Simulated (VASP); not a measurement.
# Co (P6_3/mmc) in VASP: further runs

Runs on Co. Level: PBE. Tasks: single point.

Program: VASP 6.6.1. These are calculated values, not measurements. Logs are shortened: lines on timing, memory, paths and dates and some standing lists are left out, and cuts for length are marked.

**1. The cell of the first run**

Symmetry: P6_3/mmc, No. 194, hexagonal system. Conventional cell: a = 2.419 Å, b = 2.419 Å, c = 4.032 Å, α = 90.00°, β = 90.00°, γ = 120.00°. Within 3.2 Å of Co (site symmetry -6m2) lie 12 Co at 2.42 to 2.45 Å.

**2. Single point, PBE, collinear spin, ferromagnetic start**

INCAR reads:

```
PREC = Accurate
ENCUT = 520
EDIFF = 1E-6
ISMEAR = 0
SIGMA = 0.15
LREAL = F
LASPH = T
NELM = 150
ALGO = Normal
ISIF = 2
LWAVE = F
LCHARG = F
ISPIN = 2
MAGMOM = 1.86 1.86
LORBIT = 11
LMAXMIX = 4
GGA = PE
NBANDS = 20
```

KPOINTS reads:

```
Automatic mesh
0
Gamma
  21 21 12
```

POSCAR reads:

```
Co
1.0
    2.4186000000      0.0000000000      0.0000000000
   -1.2093000000      2.0945690416      0.0000000000
    0.0000000000      0.0000000000      4.0322612623
Co
2
Direct
    0.3333333333      0.6666666667      0.2500000000
    0.6666666667      0.3333333333      0.7500000000
```

Potentials or basis: VASP PAW PBE potentials, release 64 (Co).

Run with:

```bash
$ cat potpaw_PBE.64/Co/POTCAR > POTCAR
$ mpirun -np 1 vasp_std > vasp.out
```

OUTCAR:

```text
PREC = Accurate
   ENCUT = 520
   EDIFF = 1E-6
   ISMEAR = 0
   LREAL = F
   LASPH = T
   NELM = 150
   ISIF = 2
   ISPIN = 2
   LORBIT = 11
   GGA = PE

 ion  position               nearest neighbor table
   1  0.333  0.667  0.250-   2 2.45   2 2.45   2 2.45   2 2.45   2 2.45   2 2.45
   2  0.667  0.333  0.750-   1 2.45   1 2.45   1 2.45   1 2.45   1 2.45   1 2.45

  LATTYP: Found a hexagonal cell.
 ALAT       =     2.4186000000
 C/A-ratio  =     1.6671881511

  Lattice vectors:

 A1 = (   2.4186000000,   0.0000000000,   0.0000000000)
 A2 = (  -1.2093000000,   2.0945690416,   0.0000000000)
 A3 = (   0.0000000000,   0.0000000000,   4.0322612623)

Analysis of symmetry for initial positions (statically):
=====================================================================
 Subroutine PRICEL returns:
 Original cell was already a primitive cell.

 Routine SETGRP: Setting up the symmetry group for a
 hexagonal supercell.

 Subroutine GETGRP returns: Found 24 space group operations
 (whereof 12 operations were pure point group operations)
 out of a pool of 24 trial point group operations.

The static configuration has the point symmetry D_3d.
 The point group associated with its full space group is D_6h.

Analysis of symmetry for dynamics (positions and initial velocities):
=====================================================================
 Subroutine PRICEL returns:
 Original cell was already a primitive cell.

 Routine SETGRP: Setting up the symmetry group for a
 hexagonal supercell.

 Subroutine GETGRP returns: Found 24 space group operations
 (whereof 12 operations were pure point group operations)
 out of a pool of 24 trial point group operations.

The dynamic configuration has the point symmetry D_3d.
 The point group associated with its full space group is D_6h.

Analysis of structural, dynamic, and magnetic symmetry:
=====================================================================
 Subroutine PRICEL returns:
 Original cell was already a primitive cell.

 Routine SETGRP: Setting up the symmetry group for a
 hexagonal supercell.

 Subroutine GETGRP returns: Found 24 space group operations
 (whereof 12 operations were pure point group operations)
 out of a pool of 24 trial point group operations.

The overall configuration has the point symmetry D_3d.
 The point group associated with its full space group is D_6h.

 Subroutine INISYM returns: Found 24 space group operations
 (whereof 12 operations are pure point group operations),
 and found     1 'primitive' translations

----------------------------------------------------------------------------------------

                                     Primitive cell

  volume of cell :      20.4271

  direct lattice vectors                    reciprocal lattice vectors
     2.418600000  0.000000000  0.000000000     0.413462334  0.238712590  0.000000000
    -1.209300000  2.094569042  0.000000000     0.000000000  0.477425179  0.000000000
     0.000000000  0.000000000  4.032261262     0.000000000  0.000000000  0.247999803

  length of vectors
     2.418600000  2.418600000  4.032261262     0.477425179  0.477425179  0.247999803

  position of ions in fractional coordinates (direct lattice)
     0.333333333  0.666666667  0.250000000
     0.666666667  0.333333333  0.750000000

  ion indices of the primitive-cell ions
   primitive index   ion index
                 1           1
                 2           2

----------------------------------------------------------------------------------------

 KPOINTS: Automatic mesh

Automatic generation of k-mesh.
 Grid dimensions read from file:
 generate k-points for:   21   21   12

 Generating k-lattice:

  Cartesian coordinates                     Fractional coordinates (reciprocal lattice)
     0.019688683  0.011367266  0.000000000     0.047619048  0.000000000  0.000000000
     0.000000000  0.022734532  0.000000000     0.000000000  0.047619048  0.000000000
     0.000000000  0.000000000  0.020666650     0.000000000  0.000000000  0.083333333

  Length of vectors
     0.022734532  0.022734532  0.020666650

  Shift w.r.t. Gamma in fractional coordinates (k-lattice)
     0.000000000  0.000000000  0.000000000

 Subroutine IBZKPT returns following result:
 ===========================================

 Found    336 irreducible k-points:

 Following reciprocal coordinates:
            Coordinates               Weight
  0.000000  0.000000  0.000000      1.000000
  0.047619  0.000000  0.000000      6.000000
  0.095238 -0.000000  0.000000      6.000000
  0.142857  0.000000  0.000000      6.000000
  0.190476 -0.000000  0.000000      6.000000
  0.238095 -0.000000  0.000000      6.000000
[... 16 lines left out ...]
  0.142857  0.095238  0.000000     12.000000
  0.190476  0.095238  0.000000     12.000000
 [... further k-points ...]
   k-points           NKPTS =    336   k-points in BZ     NKDIM =    336   number of bands    NBANDS=     20
   number of dos      NEDOS =    301   number of ions     NIONS =      2
   total plane-waves  NPLWV =   9720
   dimension x,y,z NGX =    18 NGY =   18 NGZ =   30
   dimension x,y,z NGXF=    36 NGYF=   36 NGZF=   60
   ions per type =               2
   NGX,Y,Z   is equivalent  to a cutoff of  12.37, 12.37, 12.37 a.u.
   NGXF,Y,Z  is equivalent  to a cutoff of  24.75, 24.75, 24.74 a.u.
 SYSTEM =  unknown system
   PREC   = accura    normal or accurate (medium, high low for compatibility)
   ISTART =      0    job   : 0-new  1-cont  2-samecut
   ICHARG =      2    charge: 1-file 2-atom 10-const
   ISPIN  =      2    spin polarized calculation?
   LNONCOLLINEAR =      F non collinear calculations
   LSORBIT =      F    spin-orbit coupling
   LASPH  =      T    aspherical Exc in radial PAW
   ENCUT  =  520.0 eV  38.22 Ry    6.18 a.u.   4.50  4.50  7.50*2*pi/ulx,y,z
   NELM   =    150;   NELMIN=  2; NELMDL= -5     # of ELM steps
   EDIFF  = 0.1E-05   stopping-criterion for ELM
   LREAL  =      F    real-space projection
   EDIFFG = 0.1E-04   stopping-criterion for IOM
   NSW    =      0    number of steps for IOM
   IBRION =     -1    ionic relax: 0-MD 1-quasi-New 2-CG
   NFREE  =      0    steps in history (QN), initial steepest desc. (CG)
   ISIF   =      2    stress and relaxation
   ISYM   =      2    0-nonsym 1-usesym 2-fastsym
   POTIM  = 0.5000    time-step for ionic-motion
   TEBEG  =    0.0;   TEEND  =   0.0 temperature during run
   PSTRESS=    0.0 pullay stress
   NELECT =      18.0000    total number of electrons
   NUPDOWN=      -1.0000    fix difference up-down
   EMIN   =  10.00;   EMAX   =-10.00  energy-range for DOS
   EFERMI =   0.00;   METHOD = LEGACY
   ISMEAR =     0;   SIGMA  =   0.15  broadening in eV -4-tet -1-fermi 0-gaus
   EFERMI_NEDOS =   21; number of points for ismear=-14 and -15
   IALGO  =     38    algorithm
   IMIX   =      4    mixing-type and parameters
     AMIX     =   0.40;   BMIX     =  1.00
     AMIX_MAG =   1.60;   BMIX_MAG =  1.00
  volume/ion in A,a.u.               =      10.21        68.92
  Fermi-wavevector in a.u.,A,eV,Ry     =   1.569507  2.965938 33.515933  2.463352
  Thomas-Fermi vector in A             =   2.671379
   LORBIT       =     11    0 simple, 1 ext, 2 COOP (PROOUT), +10 PAW based schemes
   GGA     = PE    functional components
   LHFCALC =     F    Hartree Fock is set to
   AEXX    =    0.0000 exact exchange contribution
   IVDW    =     0    specifies the selected vdW correction
   LEPSILON=     F    determine dielectric tensor
   LRPA    =     F    only Hartree local field effects (RPA)
 spin polarized calculation
 Gauss-broadening in eV      SIGMA  =   0.15
  energy-cutoff  :      520.00
  volume of cell :       20.43
 maximum number of plane-waves:       567
 NGX is ok and might be reduce to    18
   NGX =  9   NGY =  9   NGZ = 15

 number of electron      17.9999988 magnetization       3.1234216

 Free energy of the ion-electron system (eV)
  ---------------------------------------------------
  ext. energy  EPLUGINS =         0.00000000
  ---------------------------------------------------
  free energy    TOTEN  =       -14.01584824 eV

  energy without entropy =      -13.99659274  energy(sigma->0) =      -14.00622049

 E-fermi :  11.1456     XC(G=0): -13.7632

 val. band max:       11.1453732821   @ k =   0.3810   0.2381   0.4167
 cond. band min:      11.1472017172   @ k =   0.2381  -0.0000   0.1667
 fundamental gap:      0.0018284350
 Fermi energy:        11.1456439212

 spin component 1

 k-point     1 :       0.0000    0.0000    0.0000
  band No.  band energies     occupation
      1       1.8704      1.00000
      2       5.6955      1.00000
      3       8.2886      1.00000
      4       8.4909      1.00000
      5       8.4909      1.00000
      6       8.7993      1.00000
[... 12 lines left out ...]
     19      38.7364      0.00000
     20      38.7364      0.00000
[... 507 lines left out ...]
 k-point    24 :       0.1905    0.0952    0.0000
  band No.  band energies     occupation
      1       4.0530      1.00000
      2       6.7065      1.00000
      3       7.4096      1.00000
      4       7.6049      1.00000
      5       8.4168      1.00000
      6       8.5941      1.00000
[... 12 lines left out ...]
     19      37.4558      0.00000
     20      38.7007      0.00000

 [... further k-points ...]

 spin component 2

 k-point     1 :       0.0000    0.0000    0.0000
  band No.  band energies     occupation
      1       1.8791      1.00000
      2       6.5787      1.00000
      3       9.8329      1.00000
      4      10.0668      1.00000
      5      10.0668      1.00000
      6      10.4236      1.00000
[... 12 lines left out ...]
     19      39.0264      0.00000
     20      39.0264      0.00000
[... 507 lines left out ...]
 k-point    24 :       0.1905    0.0952    0.0000
  band No.  band energies     occupation
      1       4.1050      1.00000
      2       7.7937      1.00000
      3       8.4710      1.00000
      4       8.9463      1.00000
      5       9.9093      1.00000
      6      10.2139      1.00000
[... 12 lines left out ...]
     19      37.6842      0.00000
     20      39.1053      0.00000

 [... further k-points ...]

------------------------ aborting loop because EDIFF is reached ----------------------------------------

  FORCE on cell =-STRESS in cart. coord.  units (eV):
  Direction    XX          YY          ZZ          XY          YZ          ZX
  --------------------------------------------------------------------------------------
  -------------------------------------------------------------------------------------
  Total        2.2949661      2.2949661      0.8783331      0.0000000     -0.0000000      0.0000000
  in kB      180.0028834    180.0028834     68.8909956      0.0000000     -0.0000000      0.0000000
  external PRESSURE =     142.9655874 kB  Pullay stress =       0.0000000 kB

 VOLUME and BASIS-vectors are now :
 -----------------------------------------------------------------------------
  energy-cutoff  :      520.00
  volume of cell :       20.43
      direct lattice vectors                 reciprocal lattice vectors
     2.418600000  0.000000000  0.000000000     0.413462334  0.238712590  0.000000000
    -1.209300000  2.094569042  0.000000000     0.000000000  0.477425179  0.000000000
     0.000000000  0.000000000  4.032261262     0.000000000  0.000000000  0.247999803

 POSITION                                       TOTAL-FORCE (eV/Angst)
 -----------------------------------------------------------------------------------
     -0.00000      1.39638      1.00807         0.000000     -0.000000      0.000000
      1.20930      0.69819      3.02420        -0.000000      0.000000      0.000000
 -----------------------------------------------------------------------------------
    total drift:                                0.000000      0.000000     -0.000000

  FREE ENERGIE OF THE ION-ELECTRON SYSTEM (eV)
  ---------------------------------------------------
  free  energy   TOTEN  =       -14.0158482405 eV

  energy  without entropy=      -13.9965927404  energy(sigma->0) =      -14.00622049

 total charge

# of ion       s       p       d       tot
------------------------------------------
    1        0.515   0.576   7.307   8.399
    2        0.515   0.576   7.307   8.399
--------------------------------------------------
tot          1.031   1.152  14.614  16.797

 magnetization (x)

# of ion       s       p       d       tot
------------------------------------------
    1       -0.015  -0.055   1.640   1.570
    2       -0.015  -0.055   1.640   1.570
--------------------------------------------------
tot         -0.031  -0.109   3.280   3.140
```

Wall time 1.7 min (1 thread of Intel Xeon 6975P-C (Granite Rapids), shared host); peak memory 0.28 GiB.

Results:

```
Free energy                                           : -14.0158 eV
Pressure                                              : 14.3 GPa
Net moment                                            : 3.12 μB per cell
Site moments                                          : Co +1.57 μB
Valence electrons inside the program's atomic spheres : Co 8.40
```

Stress tensor (GPa, compression positive):
```
18.00  0.00  0.00
 0.00 18.00  0.00
 0.00  0.00  6.89
```

Caveat: the cell stands under pressure.

**3. Single point, PBE, collinear spin, ferromagnetic start**

This run uses another cell than the first one, of 10.29 Å³/atom.

INCAR reads:

```
ALGO = Normal ; EDIFF = 1E-6
ENCUT = 520 ; GGA = PE
ISIF = 2 ; ISMEAR = 0
ISPIN = 2 ; LASPH = T
LCHARG = F ; LMAXMIX = 4
LORBIT = 11 ; LREAL = F
LWAVE = F ; MAGMOM = 1.86 1.86
NBANDS = 20 ; NELM = 150
PREC = Accurate ; SIGMA = 0.15
```

KPOINTS reads:

```
k-points
0
Gamma
  21 21 12
```

POSCAR reads:

```
Co
1.0
    2.3687000000      0.0000000000      0.0000000000
   -1.1843500000      2.0513543739      0.0000000000
    0.0000000000      0.0000000000      4.2339000000
Co
2
Direct
    0.3333333333      0.6666666667      0.2500000000
    0.6666666667      0.3333333333      0.7500000000
```

Potentials or basis: VASP PAW PBE potentials, release 64 (Co).

Run with:

```bash
$ cat potpaw_PBE.64/Co/POTCAR > POTCAR
$ mpirun -np 1 vasp_std > vasp.out
```

Wall time 95 s (1 thread of Intel Xeon 6975P-C (Granite Rapids), shared host); peak memory 0.29 GiB.

Results (log left out):

```
Free energy                                           : -13.8912 eV
Pressure                                              : 15.4 GPa
Net moment                                            : 3.19 μB per cell
Site moments                                          : Co +1.60 μB
Valence electrons inside the program's atomic spheres : Co 8.40
```

Stress tensor (GPa, compression positive):
```
27.10  0.00  0.00
 0.00 27.10  0.00
 0.00  0.00 -7.95
```

Levels at points of the mesh, in eV from the Fermi level:
Spin up:
```
           k point  band 7  band 8  band 9  band 10  band 11  band 12  band 13  band 14  band 15  band 16
(0.00, 0.00, 0.00)   -2.45   -1.70   -1.70    -1.25    -0.88    -0.88     5.34    22.73    23.76    26.46
(0.00, 0.00, 0.50)   -2.67   -2.67   -1.17    -1.17    -1.17    -1.17    13.02    13.02    24.42    24.42
```
Spin down:
```tsv
k point	band 4	band 5	band 6	band 7	band 8	band 9	band 10	band 11
(0.00, 0.00, 0.00)	-1.28	-1.10	-1.10	-0.84	-0.84	0.18	0.18	1.08
(0.00, 0.00, 0.50)	-2.19	-1.08	-1.08	-1.08	-1.08	0.75	0.75	0.75
```

Caveat: the cell stands under pressure.

**4. Single point, PBE, collinear spin, ferromagnetic start**

This run uses another cell than the first one, of 10.31 Å³/atom.

INCAR reads:

```
  PREC = Accurate
  ENCUT = 520
  EDIFF = 1E-7
  ISMEAR = 0
  SIGMA = 0.15
  LREAL = F
  LASPH = T
  NELM = 150
  ALGO = Fast
  ISIF = 2
  LWAVE = F
  LCHARG = F
  ISPIN = 2
  MAGMOM = 1.86 1.86
  LORBIT = 11
  LMAXMIX = 4
  GGA = PE
  NBANDS = 20
```

KPOINTS reads:

```
Automatic mesh
0
Gamma
  21 21 12
```

POSCAR reads:

```
Co
1.0
    2.4933810334      0.0000000000      0.0000000000
   -1.2466905167      2.1593313163      0.0000000000
    0.0000000000      0.0000000000      3.8306000000
Co
2
Direct
    0.3333333333      0.6666666667      0.2500000000
    0.6666666667      0.3333333333      0.7500000000
```

Run with:

```bash
$ cat potpaw_PBE.64/Co/POTCAR > POTCAR
$ mpirun -np 1 vasp_std > vasp.out
```

Run time: 2.2 min. Hardware: 1 thread of Intel Xeon 6975P-C (Granite Rapids), shared host; peak memory 0.29 GiB.

It converged, with:

- Free energy: -14.0083 eV
- Pressure: 12.0 GPa
- Net moment: 3.10 μB per cell
- Site moments: Co +1.56 μB
- Valence electrons inside the program's atomic spheres: Co 8.38

Stress tensor (GPa, compression positive):
```
 6.38  0.00  0.00
 0.00  6.38  0.00
 0.00  0.00 23.30
```

Levels at points of the mesh, in eV from the Fermi level:
Spin up:
```tsv
k point	band 7	band 8	band 9	band 10	band 11	band 12	band 13	band 14
(0.00, 0.00, 0.00)	-2.25	-2.08	-2.08	-0.67	-0.67	0.56	7.64	21.75
(0.00, 0.00, 0.50)	-2.79	-2.79	-1.00	-1.00	-1.00	-1.00	17.02	17.02
```
Spin down:
```
           k point  band 5  band 6  band 7  band 8  band 9  band 10
(0.00, 0.00, 0.00)   -0.74   -0.60   -0.60   -0.43   -0.43     0.51
(0.00, 0.00, 0.50)   -1.22   -1.22   -1.22   -1.22    0.76     0.76
```

Caveat: the cell stands under pressure.

**5. Single point, PBE, collinear spin, ferromagnetic start**

This run uses another cell than the first one, of 12.44 Å³/atom.

INCAR reads:

```
SYSTEM = Co
PREC = Accurate ; ENCUT = 520
EDIFF = 1E-6 ; ISMEAR = 0
SIGMA = 0.15 ; LREAL = .FALSE.
LASPH = .TRUE. ; NELM = 150
ALGO = Fast ; ISIF = 2
LWAVE = .FALSE. ; LCHARG = .FALSE.
ISPIN = 2 ; MAGMOM = 1.86 1.86
LORBIT = 11 ; LMAXMIX = 4
GGA = PE ; NBANDS = 20
```

KPOINTS reads:

```
Automatic mesh
0
G
  21 21 12
  0 0 0
```

POSCAR reads:

```
Co
1.0
    2.5682000000      0.0000000000      0.0000000000
   -1.2841000000      2.2241264420      0.0000000000
    0.0000000000      0.0000000000      4.3548000000
Co
2
Direct
    0.3333333333      0.6666666667      0.2500000000
    0.6666666667      0.3333333333      0.7500000000
```

Run with:

```bash
$ cat potpaw_PBE.64/Co/POTCAR > POTCAR
$ mpirun -np 1 vasp_std > vasp.out
```

It took 2.6 min on 1 thread of Intel Xeon 6975P-C (Granite Rapids), shared host; peak memory 0.32 GiB.

Results (log left out):

| Item | Value |
| --- | --- |
| Free energy | -13.8204 eV |
| Pressure | -20.4 GPa |
| Net moment | 3.44 μB per cell |
| Site moments | Co +1.76 μB |
| Valence electrons inside the program's atomic spheres | Co 8.04 |

Stress tensor (GPa, compression positive):
```
-17.80   0.00   0.00
  0.00 -17.80   0.00
  0.00   0.00 -25.60
```

Levels at points of the mesh, in eV from the Fermi level:
Spin up:
```
           k point  band 8  band 9  band 10  band 11  band 12  band 13  band 14  band 15
(0.00, 0.00, 0.00)   -1.88   -1.88    -1.14    -1.14    -0.46     4.54    21.38    22.40
(0.00, 0.00, 0.50)   -2.49   -1.37    -1.37    -1.37    -1.37    12.34    12.34    21.99
```
Spin down:
```tsv
k point	band 3	band 4	band 5	band 6	band 7	band 8	band 9	band 10	band 11	band 12
(0.00, 0.00, 0.00)	-1.04	-0.74	-0.74	-0.56	-0.49	-0.49	0.07	0.07	0.91	0.91
(0.00, 0.00, 0.50)	-1.43	-1.43	-0.75	-0.75	-0.75	-0.75	0.64	0.64	0.64	0.64
```

Caveat: the cell stands under tension.

**6. Overview**

```tsv
cell	gap on the mesh (eV)	pressure (GPa)	moment (μB)
a = 2.419, b = 2.419, c = 4.032 Å, angles 90.0, 90.0, 120.0°, 2 atoms	none	14.3	3.12
a = 2.369, b = 2.369, c = 4.234 Å, angles 90.0, 90.0, 120.0°, 2 atoms	none	15.4	3.19
a = 2.493, b = 2.493, c = 3.831 Å, angles 90.0, 90.0, 120.0°, 2 atoms	none	12.0	3.10
a = 2.568, b = 2.568, c = 4.355 Å, angles 90.0, 90.0, 120.0°, 2 atoms	none	-20.4	3.44
```

Alike in all rows: task single point; level PBE; potentials or basis VASP PAW PBE potentials, release 64 (Co); spin collinear, ferromagnetic start; k mesh 21 × 21 × 12; cutoff (eV) 520; smearing gaussian 0.15 eV.

Caveats: the cell stands under pressure (at least some runs); the cell stands under tension (at least some runs).

Absolute energies hang on the potentials; compare differences alone.
